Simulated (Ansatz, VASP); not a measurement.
This is a calculation of Sb for Ansatz 0.2.0.

The input input.yaml:

```yaml
crystal:
  lattice:
    - [3.3320180998, 0.0, 0.0]
    - [-1.6660090499, 2.8856123203, 0.0]
    - [0.0, 0.0, 5.4334470562]
  atoms:
    - { symbol: Sb, position: [0.6666666667, 0.3333333333, 0.75] }
    - { symbol: Sb, position: [0.3333333333, 0.6666666667, 0.25] }
kpoints:
  mp_grid: { grid: [9, 9, 5] }
scf:
  occupations: { method: fermi_dirac, width: 0.05 }
hamiltonian:
  xc: lda
  pseudopotentials: { kind: all_electron, lapw: { basis_error: 0.001 } }
output:
  forces: true
  stress: true
  eigenvalues: true
```

Potentials or basis: all-electron LAPW, scalar-relativistic.

Command:

```sh
$ ansatz run input.yaml --threads 1 --pin off --max-ram 3072MiB --backend cpu --events-out ev --progress --plain --runs-dir out
```

**Question.** Set up the same calculation for VASP 6.6.1. Potentials there: VASP PAW LDA potentials, release 64 (Sb).

**Answer.** As run (the cutoff follows the program's own potentials):

Contents of INCAR:

```
SYSTEM = Sb
ALGO     = Normal         ! electronic algorithm
EDIFF    = 1E-6           ! SCF threshold, eV
ENCUT    = 520            ! plane-wave cutoff, eV
GGA      = CA             ! functional
ISIF     = 2              ! what is computed and relaxed
ISMEAR   = -1             ! smearing method
LASPH    = .True.         ! aspherical terms in the spheres
LCHARG   = .False.        ! write CHGCAR
LREAL    = .False.        ! projectors in reciprocal space
LWAVE    = .False.        ! write WAVECAR
NBANDS   = 12             ! bands
NELM     = 100            ! most SCF steps
PREC     = Accurate       ! precision mode
SIGMA    = 0.05           ! smearing width, eV
```

KPOINTS

```
k-points
0
Gamma
  9 9 5
  0 0 0
```

POSCAR

```
Sb
1.0
    3.3320180998      0.0000000000      0.0000000000
   -1.6660090499      2.8856123203      0.0000000000
    0.0000000000      0.0000000000      5.4334470562
Sb
2
Direct
    0.6666666667      0.3333333333      0.7500000000
    0.3333333333      0.6666666667      0.2500000000
```

Potentials or basis: VASP PAW LDA potentials, release 64 (Sb).

Launch:

```console
$ cat potpaw_LDA.64/Sb/POTCAR > POTCAR
$ mpirun -np 1 vasp_std > vasp.out
```

Both were run:

|  | VASP | Ansatz | Ansatz less VASP |
| --- | --- | --- | --- |
| gap on the k mesh at the Fermi level (eV) | none | none | - |
| pressure (GPa) | -1.4 | -1.5 | -0.04 |
| traceless stress, the component that is largest in VASP (GPa) | -0.17 | -0.21 | -0.035 |

LDA's correlation is that of Perdew and Zunger in VASP and of Perdew and Wang (1992) in Ansatz. A gap of «none» marks a metal or a gap that the smearing closes. Ansatz ran all-electron here, and VASP with PAW potentials.

Spin-orbit coupling is off throughout.
